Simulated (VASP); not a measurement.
Here is a VASP 6.6.1 calculation.

INCAR

```
ALGO = Normal ; EDIFF = 1E-7
ENCUT = 520 ; GGA = RE
ISIF = 2 ; ISMEAR = 0
LASPH = True ; LCHARG = False
LREAL = False ; LWAVE = False
NBANDS = 16 ; NELM = 80
PREC = Accurate ; SIGMA = 0.01
```

Contents of KPOINTS:

```
k-points
0
Gamma
  6 6 6
```

POSCAR

```
CdSe
1.0
    0.0000000000      3.0702712000      3.0702712000
    3.0702712000      0.0000000000      3.0702712000
    3.0702712000      3.0702712000      0.0000000000
Cd Se
1 1
Direct
    0.0000000000      0.0000000000      0.0000000000
    0.7500000000      0.7500000000      0.7500000000
```

Potentials or basis: VASP PAW PBE potentials, release 64 (Cd, Se).

Command:

```sh
$ cat potpaw_PBE.64/Cd/POTCAR potpaw_PBE.64/Se/POTCAR > POTCAR
$ mpirun -np 1 vasp_std > vasp.out
```

(1) Estimate the pressure.

(2) Estimate the band gap on the k mesh.

## Answers

(1) 3.0 GPa.

(2) 0.68 eV, direct.

Caveat: the PAW data sets were made with another functional, which shifts forces and pressure a little.
